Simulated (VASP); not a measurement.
Here is a VASP 6.6.1 calculation.

The input INCAR:

```
SYSTEM = WS3
PREC = Accurate
ENCUT = 520
EDIFF = 1E-6
ISMEAR = 0
SIGMA = 0.1
LREAL = .False.
LASPH = .True.
NELM = 100
ALGO = Normal
ISIF = 2
LWAVE = .False.
LCHARG = .False.
NBANDS = 24
```

KPOINTS

```
regular mesh
0
Gamma
  4 4 4
  0 0 0
```

File POSCAR:

```
WS3
1.0
    4.6087668414      0.0000000000      0.0000000000
    0.0000000000      4.6087668414      0.0000000000
    0.0000000000      0.0000000000      4.6087668414
W S
1 3
Direct
    0.0000000000      0.0000000000      0.0000000000
    0.0000000000      0.0000000000      0.5000000000
    0.0000000000      0.5000000000      0.0000000000
    0.5000000000      0.0000000000      0.0000000000
```

Potentials or basis: VASP PAW LDA potentials, release 64 (W_sv, S).

Command:

```sh
$ cat potpaw_LDA.64/W_sv/POTCAR potpaw_LDA.64/S/POTCAR > POTCAR
$ mpirun -np 1 vasp_std > vasp.out
```

Problem. Estimate the pressure.

Solution. 0.1 GPa.

Problem. Estimate the band gap on the k mesh.

Solution. Zero (bands 16 and 17 overlap by 1.19 eV).

Caveat: spin-orbit coupling is left out, which moves the levels of the heavy elements.
